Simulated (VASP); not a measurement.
# SiC4 (P6/mmm) in VASP: a series of runs

Runs on SiC4. Level: PBE. Tasks: single point, relaxation of cell and atoms.

Everything below comes from runs of VASP 6.6.1. Logs are shortened: lines on timing, memory, paths and dates and some standing lists are left out, and cuts for length are marked.

### Step 1. The cell of the first run

Symmetry: P6/mmm, No. 191, hexagonal system. The conventional cell has a = 3.456 Å, b = 3.456 Å, c = 5.431 Å, α = 90.00°, β = 90.00°, γ = 120.00°. Si (site symmetry 6/mmm) has 12 C at 2.14 Å within 2.8 Å. C (site symmetry 3m) has 4 C at 1.53 to 2.00 Å within 2.0 Å.

### Step 2. Single point, PBE

Contents of INCAR:

```
SYSTEM = SiC4
ALGO     = Normal         ! electronic algorithm
EDIFF    = 1E-6           ! SCF threshold, eV
ENCUT    = 520            ! plane-wave cutoff, eV
GGA      = PE             ! functional
ISIF     = 2              ! what is computed and relaxed
ISMEAR   = 0              ! smearing method
LASPH    = .True.         ! aspherical terms in the spheres
LCHARG   = .False.        ! write CHGCAR
LREAL    = .False.        ! projectors in reciprocal space
LWAVE    = .False.        ! write WAVECAR
NBANDS   = 18             ! bands
NELM     = 100            ! most SCF steps
PREC     = Accurate       ! precision mode
SIGMA    = 0.1            ! smearing width, eV
```

Contents of KPOINTS:

```
k-points
0
Gamma
  6 6 4
  0 0 0
```

Contents of POSCAR:

```
SiC4
1.0
    3.4560029760     -0.0000000023      0.0000000000
   -1.7280014860      2.9929863739      0.0000000000
    0.0000000000      0.0000000000      5.4306095415
Si C
1 4
Direct
    0.0000000000      0.0000000000      0.0000000000
    0.3333333333      0.6666666667      0.8591119228
    0.3333333333      0.6666666667      0.1408880772
    0.6666666667      0.3333333333      0.1408880772
    0.6666666667      0.3333333333      0.8591119228
```

Potentials or basis: VASP PAW PBE potentials, release 64 (Si, C).

Started as:

```
$ cat potpaw_PBE.64/Si/POTCAR potpaw_PBE.64/C/POTCAR > POTCAR
$ mpirun -np 1 vasp_std > vasp.out
```

OUTCAR:

```text
SYSTEM = SiC4
   EDIFF = 1E-6
   ENCUT = 520
   GGA = PE
   ISIF = 2
   ISMEAR = 0
   LASPH = .True.
   LREAL = .False.
   NELM = 100
   PREC = Accurate

 ion  position               nearest neighbor table
   1  0.000  0.000  0.000-   2 2.14   3 2.14   4 2.14   5 2.14   2 2.14   3 2.14   4 2.14   5 2.14
                             4 2.14   5 2.14   2 2.14   3 2.14
   2  0.333  0.667  0.859-   3 1.53   5 2.00   5 2.00   5 2.00   1 2.14   1 2.14   1 2.14
   3  0.333  0.667  0.141-   2 1.53   4 2.00   4 2.00   4 2.00   1 2.14   1 2.14   1 2.14
   4  0.667  0.333  0.141-   5 1.53   3 2.00   3 2.00   3 2.00   1 2.14   1 2.14   1 2.14
   5  0.667  0.333  0.859-   4 1.53   2 2.00   2 2.00   2 2.00   1 2.14   1 2.14   1 2.14

  LATTYP: Found a hexagonal cell.
 ALAT       =     3.4560029760
 C/A-ratio  =     1.5713555744

  Lattice vectors:

 A1 = (   3.4560029760,  -0.0000000023,   0.0000000000)
 A2 = (  -1.7280014860,   2.9929863739,   0.0000000000)
 A3 = (   0.0000000000,   0.0000000000,   5.4306095415)

Analysis of symmetry for initial positions (statically):
=====================================================================
 Subroutine PRICEL returns:
 Original cell was already a primitive cell.

 Routine SETGRP: Setting up the symmetry group for a
 hexagonal supercell.

 Subroutine GETGRP returns: Found 24 space group operations
 (whereof 24 operations were pure point group operations)
 out of a pool of 24 trial point group operations.

The static configuration has the point symmetry D_6h.

Analysis of symmetry for dynamics (positions and initial velocities):
=====================================================================
 Subroutine PRICEL returns:
 Original cell was already a primitive cell.

 Routine SETGRP: Setting up the symmetry group for a
 hexagonal supercell.

 Subroutine GETGRP returns: Found 24 space group operations
 (whereof 24 operations were pure point group operations)
 out of a pool of 24 trial point group operations.

The dynamic configuration has the point symmetry D_6h.

 Subroutine INISYM returns: Found 24 space group operations
 (whereof 24 operations are pure point group operations),
 and found     1 'primitive' translations

----------------------------------------------------------------------------------------

                                     Primitive cell

  volume of cell :      56.1730

  direct lattice vectors                    reciprocal lattice vectors
     3.456002976 -0.000000002  0.000000000     0.289351603  0.167057226  0.000000000
    -1.728001486  2.992986374  0.000000000     0.000000000  0.334114451  0.000000000
     0.000000000  0.000000000  5.430609541     0.000000000  0.000000000  0.184141392

  length of vectors
     3.456002976  3.456002976  5.430609541     0.334114451  0.334114451  0.184141392

  position of ions in fractional coordinates (direct lattice)
     0.000000000  0.000000000  0.000000000
     0.333333333  0.666666667  0.859111923
     0.333333333  0.666666667  0.140888077
     0.666666667  0.333333333  0.140888077
     0.666666667  0.333333333  0.859111923

  ion indices of the primitive-cell ions
   primitive index   ion index
                 1           1
                 2           2
                 3           3
                 4           4
                 5           5

----------------------------------------------------------------------------------------

 KPOINTS: k-points

Automatic generation of k-mesh.
 Grid dimensions read from file:
 generate k-points for:    6    6    4

 Generating k-lattice:

  Cartesian coordinates                     Fractional coordinates (reciprocal lattice)
     0.048225267  0.027842871  0.000000000     0.166666667  0.000000000  0.000000000
     0.000000000  0.055685742  0.000000000     0.000000000  0.166666667  0.000000000
     0.000000000  0.000000000  0.046035348     0.000000000  0.000000000  0.250000000

  Length of vectors
     0.055685742  0.055685742  0.046035348

  Shift w.r.t. Gamma in fractional coordinates (k-lattice)
     0.000000000  0.000000000  0.000000000

 Subroutine IBZKPT returns following result:
 ===========================================

 Found     21 irreducible k-points:

 Following reciprocal coordinates:
            Coordinates               Weight
  0.000000  0.000000  0.000000      1.000000
  0.166667  0.000000  0.000000      6.000000
  0.333333 -0.000000  0.000000      6.000000
  0.500000 -0.000000  0.000000      3.000000
  0.166667  0.166667  0.000000      6.000000
  0.333333  0.166667  0.000000     12.000000
[... 13 lines left out ...]
  0.333333  0.166667  0.500000     12.000000
  0.333333  0.333333  0.500000      2.000000
   k-points           NKPTS =     21   k-points in BZ     NKDIM =     21   number of bands    NBANDS=     18
   number of dos      NEDOS =    301   number of ions     NIONS =      5
   total plane-waves  NPLWV =  31360
   dimension x,y,z NGX =    28 NGY =   28 NGZ =   40
   dimension x,y,z NGXF=    56 NGYF=   56 NGZF=   80
   ions per type =               1   4
   NGX,Y,Z   is equivalent  to a cutoff of  13.47, 13.47, 12.25 a.u.
   NGXF,Y,Z  is equivalent  to a cutoff of  26.94, 26.94, 24.49 a.u.
 SYSTEM =  SiC4
   PREC   = accura    normal or accurate (medium, high low for compatibility)
   ISTART =      0    job   : 0-new  1-cont  2-samecut
   ICHARG =      2    charge: 1-file 2-atom 10-const
   ISPIN  =      1    spin polarized calculation?
   LNONCOLLINEAR =      F non collinear calculations
   LSORBIT =      F    spin-orbit coupling
   LASPH  =      T    aspherical Exc in radial PAW
   ENCUT  =  520.0 eV  38.22 Ry    6.18 a.u.   6.43  6.43 10.10*2*pi/ulx,y,z
   NELM   =    100;   NELMIN=  2; NELMDL= -5     # of ELM steps
   EDIFF  = 0.1E-05   stopping-criterion for ELM
   LREAL  =      F    real-space projection
   EDIFFG = 0.1E-04   stopping-criterion for IOM
   NSW    =      0    number of steps for IOM
   IBRION =     -1    ionic relax: 0-MD 1-quasi-New 2-CG
   NFREE  =      0    steps in history (QN), initial steepest desc. (CG)
   ISIF   =      2    stress and relaxation
   ISYM   =      2    0-nonsym 1-usesym 2-fastsym
   POTIM  = 0.5000    time-step for ionic-motion
   TEBEG  =    0.0;   TEEND  =   0.0 temperature during run
   PSTRESS=    0.0 pullay stress
   NELECT =      20.0000    total number of electrons
   NUPDOWN=      -1.0000    fix difference up-down
   EMIN   =  10.00;   EMAX   =-10.00  energy-range for DOS
   EFERMI =   0.00;   METHOD = LEGACY
   ISMEAR =     0;   SIGMA  =   0.10  broadening in eV -4-tet -1-fermi 0-gaus
   EFERMI_NEDOS =   21; number of points for ismear=-14 and -15
   IALGO  =     38    algorithm
   IMIX   =      4    mixing-type and parameters
     AMIX     =   0.40;   BMIX     =  1.00
     AMIX_MAG =   1.60;   BMIX_MAG =  1.00
  volume/ion in A,a.u.               =      11.23        75.81
  Fermi-wavevector in a.u.,A,eV,Ry     =   1.160314  2.192676 18.317925  1.346330
  Thomas-Fermi vector in A             =   2.296898
   LORBIT       =      0    0 simple, 1 ext, 2 COOP (PROOUT), +10 PAW based schemes
   GGA     = PE    functional components
   LHFCALC =     F    Hartree Fock is set to
   AEXX    =    0.0000 exact exchange contribution
   IVDW    =     0    specifies the selected vdW correction
   LEPSILON=     F    determine dielectric tensor
   LRPA    =     F    only Hartree local field effects (RPA)
 non-spin polarized calculation
 Gauss-broadening in eV      SIGMA  =   0.10
  energy-cutoff  :      520.00
  volume of cell :       56.17
 maximum number of plane-waves:      1534
 NGX is ok and might be reduce to    28
   NGX = 13   NGY = 13   NGZ = 21

 number of electron      20.0000000 magnetization

 Free energy of the ion-electron system (eV)
  ---------------------------------------------------
  ext. energy  EPLUGINS =         0.00000000
  ---------------------------------------------------
  free energy    TOTEN  =       -29.22058941 eV

  energy without entropy =      -29.21540521  energy(sigma->0) =      -29.21799731

 E-fermi :   4.7800     XC(G=0):  -9.6494

 val. band max:        4.7564678760   @ k =   0.3333  -0.0000   0.0000
 cond. band min:       5.0297433069   @ k =   0.3333  -0.0000   0.0000
 fundamental gap:      0.2732754309
 Fermi energy:         4.7799844100

 k-point     1 :       0.0000    0.0000    0.0000
  band No.  band energies     occupation
      1     -15.5667      2.00000
      2      -7.0293      2.00000
      3      -5.2042      2.00000
      4      -2.4436      2.00000
      5      -2.4436      2.00000
      6      -1.2618      2.00000
[... 10 lines left out ...]
     17      11.7055      0.00000
     18      12.5330      0.00000

 k-point     2 :       0.1667    0.0000    0.0000
  band No.  band energies     occupation
      1     -15.1995      2.00000
      2      -6.9594      2.00000
      3      -6.6814      2.00000
      4      -3.3594      2.00000
      5      -2.3779      2.00000
      6      -0.9059      2.00000
[... 10 lines left out ...]
     17      11.8531      0.00000
     18      13.0809      0.00000

 k-point     3 :       0.3333   -0.0000    0.0000
  band No.  band energies     occupation
      1     -14.1423      2.00000
      2      -9.5768      2.00000
      3      -5.6671      2.00000
      4      -4.3789      2.00000
      5      -3.2321      2.00000
      6      -1.4076      2.00000
[... 10 lines left out ...]
     17      12.6721      0.00000
     18      14.1415      0.00000

 k-point     4 :       0.5000   -0.0000    0.0000
  band No.  band energies     occupation
      1     -13.0026      2.00000
      2     -11.2943      2.00000
      3      -4.7455      2.00000
      4      -4.4921      2.00000
      5      -3.5941      2.00000
      6      -3.1680      2.00000
[... 10 lines left out ...]
     17      13.0854      0.00000
     18      13.1947      0.00000

 k-point     5 :       0.1667    0.1667    0.0000
  band No.  band energies     occupation
      1     -14.4829      2.00000
      2      -8.7241      2.00000
      3      -5.9975      2.00000
      4      -5.3521      2.00000
      5      -1.0600      2.00000
      6      -0.5204      2.00000
[... 10 lines left out ...]
     17      12.3121      0.00000
     18      13.8622      0.00000

 k-point     6 :       0.3333    0.1667    0.0000
  band No.  band energies     occupation
      1     -13.1856      2.00000
      2     -10.7544      2.00000
      3      -6.6071      2.00000
      4      -4.7257      2.00000
      5      -2.4803      2.00000
      6      -1.0467      2.00000
[... 244 lines left out ...]
 k-point    18 :       0.5000   -0.0000    0.5000
  band No.  band energies     occupation
      1     -12.9965      2.00000
      2     -11.2872      2.00000
      3      -4.7379      2.00000
      4      -4.6136      2.00000
      5      -3.5788      2.00000
      6      -3.2780      2.00000
[... 10 lines left out ...]
     17      12.9253      0.00000
     18      13.2646      0.00000

 k-point    19 :       0.1667    0.1667    0.5000
  band No.  band energies     occupation
      1     -14.4757      2.00000
      2      -8.7196      2.00000
      3      -6.1319      2.00000
      4      -5.3413      2.00000
      5      -1.0485      2.00000
      6      -0.5422      2.00000
[... 10 lines left out ...]
     17      13.6690      0.00000
     18      14.1150      0.00000

 k-point    20 :       0.3333    0.1667    0.5000
  band No.  band energies     occupation
      1     -13.1793      2.00000
      2     -10.7486      2.00000
      3      -6.5966      2.00000
      4      -4.8491      2.00000
      5      -2.5847      2.00000
      6      -1.0183      2.00000
[... 10 lines left out ...]
     17      13.4301      0.00000
     18      13.6334      0.00000

 k-point    21 :       0.3333    0.3333    0.5000
  band No.  band energies     occupation
      1     -11.8981      2.00000
      2     -11.8981      2.00000
      3      -7.7551      2.00000
      4      -3.5748      2.00000
      5      -3.5748      2.00000
      6      -0.8880      2.00000
[... 10 lines left out ...]
     17      12.9089      0.00000
     18      13.0563      0.00000

------------------------ aborting loop because EDIFF is reached ----------------------------------------

  FORCE on cell =-STRESS in cart. coord.  units (eV):
  Direction    XX          YY          ZZ          XY          YZ          ZX
  --------------------------------------------------------------------------------------
  -------------------------------------------------------------------------------------
  Total        0.0535543      0.0535543      0.1941385      0.0000000      0.0000000     -0.0000000
  in kB        1.5274874      1.5274874      5.5372588      0.0000000      0.0000000     -0.0000000
  external PRESSURE =       2.8640779 kB  Pullay stress =       0.0000000 kB

 VOLUME and BASIS-vectors are now :
 -----------------------------------------------------------------------------
  energy-cutoff  :      520.00
  volume of cell :       56.17
      direct lattice vectors                 reciprocal lattice vectors
     3.456002976 -0.000000002  0.000000000     0.289351603  0.167057226  0.000000000
    -1.728001486  2.992986374  0.000000000     0.000000000  0.334114451  0.000000000
     0.000000000  0.000000000  5.430609541     0.000000000  0.000000000  0.184141392

 POSITION                                       TOTAL-FORCE (eV/Angst)
 -----------------------------------------------------------------------------------
      0.00000      0.00000      0.00000        -0.000000     -0.000000     -0.000000
      0.00000      1.99532      4.66550         0.000000     -0.000000     -0.059973
      0.00000      1.99532      0.76511        -0.000000     -0.000000      0.059973
      1.72800      0.99766      0.76511         0.000000      0.000000      0.059973
      1.72800      0.99766      4.66550        -0.000000      0.000000     -0.059973
 -----------------------------------------------------------------------------------
    total drift:                                0.000000     -0.000000     -0.000000

  FREE ENERGIE OF THE ION-ELECTRON SYSTEM (eV)
  ---------------------------------------------------
  free  energy   TOTEN  =       -29.2205894088 eV

  energy  without entropy=      -29.2154052109  energy(sigma->0) =      -29.21799731
```

Run time: 16 s. Hardware: 1 thread of AMD EPYC 9R14 (Zen 4), shared host; peak memory 0.13 GiB.

What came out:

```
Free energy            : -29.2206 eV
Pressure               : 0.3 GPa
Largest force          : 0.060 eV/Å
Band gap on the k mesh : zero (band 10 reaches 4.76 eV, above the bottom of band 11 at 4.15 eV)
```

Forces in eV/Å, atoms in the order of the input:
```
Si   0.000  0.000  0.000
C    0.000  0.000 -0.060
C    0.000  0.000  0.060
C    0.000  0.000  0.060
C    0.000  0.000 -0.060
```

Caveat: this functional lacks dispersion, which binds the layers, so the pressure and a relaxed spacing across them are unreliable.

### Step 3. Relaxation of cell and atoms, PBE

This run uses another cell than the first one, of 15.47 Å³/atom, 1.377 times its volume.

Contents of INCAR:

```
ALGO = Normal
EDIFF = 1E-6
EDIFFG = -0.04
ENCUT = 600
GGA = PE
IBRION = 2
ISIF = 3
ISMEAR = 0
LASPH = T
LCHARG = F
LREAL = F
LWAVE = F
NELM = 60
NSW = 90
PREC = Accurate
SIGMA = 0.1
```

Contents of KPOINTS:

```
k-points
0
Gamma
  6 6 4
```

Contents of POSCAR:

```
SiC4
1.0
    4.2855224300      0.0000000000      0.0000000000
   -2.1427612100      3.7113712900      0.0000000000
    0.0000000000      0.0000000000      4.8636660100
Si C
1 4
Direct
    0.0000000000      0.0000000000      0.0000000000
    0.3333333300      0.6666666700      0.7997713400
    0.3333333300      0.6666666700      0.2002286600
    0.6666666700      0.3333333300      0.2002286600
    0.6666666700      0.3333333300      0.7997713400
```

Potentials or basis: VASP PAW PBE potentials, release 64 (Si, C).

Started as:

```
$ cat potpaw_PBE.64/Si/POTCAR potpaw_PBE.64/C/POTCAR > POTCAR
$ mpirun -np 1 vasp_std > vasp.out
```

Wall time 79 s (1 thread of AMD EPYC 9R14 (Zen 4), shared host); peak memory 0.19 GiB.

It converged, with:

```
Free energy                            : -29.1447 eV
Relaxed volume                         : 8.93 Å³/atom
Relaxed cell                           : a = 3.467 Å, b = 3.467 Å, c = 4.289 Å, α = 90.00°, β = 90.00°, γ = 120.00°
Space group after relaxing (to 0.05 Å) : P6/mmm (No. 191)
Energy gained by relaxing              : 1141.8 meV/atom
Ionic steps                            : 7
Pressure after relaxing                : -0.1 GPa
Largest force after relaxing           : 0.031 eV/Å
Band gap on the k mesh                 : zero (band 10 reaches 7.80 eV, above the bottom of band 11 at 6.03 eV)
```

Forces on the atoms (eV/Å):
```
Si   0.000  0.000  0.000
C    0.000  0.000  0.031
C    0.000  0.000 -0.031
C    0.000  0.000 -0.031
C    0.000  0.000  0.031
```

Stress tensor (GPa, compression positive):
```
-0.39  0.00  0.00
 0.00 -0.39  0.00
 0.00  0.00  0.34
```

Step by step:
| step | energy change (eV) | largest force (eV/Å) | pressure (GPa) | volume (Å³) |
| --- | --- | --- | --- | --- |
| 1 | 0.0000 | 2.8831 | -27.78 | 77.36 |
| 2 | -5.1483 | 0.3306 | -12.02 | 51.04 |
| 3 | -5.2112 | 1.9362 | -3.55 | 48.67 |
| 4 | -5.2163 | 1.3524 | -6.55 | 49.41 |
| 5 | -5.7028 | 0.1583 | 1.38 | 44.09 |
| 6 | -5.7091 | 0.0537 | 0.09 | 44.55 |
| 7 | -5.7091 | 0.0309 | -0.15 | 44.64 |

Final structure:
```
Si C
1.0
     3.46665    0.00000    0.00000
    -1.73332    3.00220    0.00000
     0.00000    0.00000    4.28932
Si C
1 4
Direct
  0.00000 0.00000 0.00000
  0.33333 0.66667 0.82046
  0.33333 0.66667 0.17954
  0.66667 0.33333 0.17954
  0.66667 0.33333 0.82046
```

Levels at points of the mesh, in eV from the Fermi level:
| k point | band 6 | band 7 | band 8 | band 9 | band 10 | band 11 | band 12 | band 13 | band 14 |
| --- | --- | --- | --- | --- | --- | --- | --- | --- | --- |
| (0.00, 0.00, 0.00) | -7.14 | -4.28 | -4.28 | -1.05 | -1.05 | -0.11 | -0.06 | 0.39 | 2.99 |
| (0.50, 0.00, 0.00) | -7.58 | -5.14 | -2.89 | -2.79 | 0.02 | 1.79 | 1.94 | 4.11 | 6.64 |
| (0.00, 0.00, 0.50) | -4.32 | -4.16 | -4.16 | -1.52 | -1.52 | -1.48 | 0.46 | 2.32 | 2.46 |
| (0.50, 0.00, 0.50) | -8.34 | -3.44 | -2.75 | -1.14 | -0.41 | 2.03 | 2.28 | 4.60 | 4.83 |

Caveat: the volume moved by over 15 % at a fixed basis, so the end points are rough; this functional lacks dispersion, which binds the layers, so the pressure and a relaxed spacing across them are unreliable.

[end of part 1 of 2]
